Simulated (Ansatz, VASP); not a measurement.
## Cl: VASP beside Ansatz

```
Cl
1.0
     9.00000    0.00000    0.00000
     0.00000    9.20000    0.00000
     0.00000    0.00000   11.00000
Cl
2
Cartesian
  4.5000 4.6000 4.5101
  4.5000 4.6000 6.4899
```

Alike in both runs: task single point; functional LDA; k mesh 1 × 1 × 1; occupations fermi-dirac, width 0.01 eV; no spin polarisation.

|  | VASP | Ansatz |
| --- | --- | --- |
| version | VASP 6.6.1 | Ansatz 0.2.0 |
| potentials or method | VASP PAW LDA potentials, release 64 (Cl), cutoff 500 eV | all-electron LAPW, scalar-relativistic |

VASP gave:

```
gap on the k mesh at the Fermi level (eV) : 3.03
rms of the force components (eV/Å)        : 0.099
```

**Question.** Estimate Ansatz's values.

**Answer.** gap on the k mesh at the Fermi level (eV): 3.00; rms of the force components (eV/Å): 0.002.

LDA's correlation is that of Perdew and Zunger in VASP and of Perdew and Wang (1992) in Ansatz. Atom by atom the forces differ by 0.097 eV/Å (rms over components). Ansatz ran all-electron here, and VASP with PAW potentials.
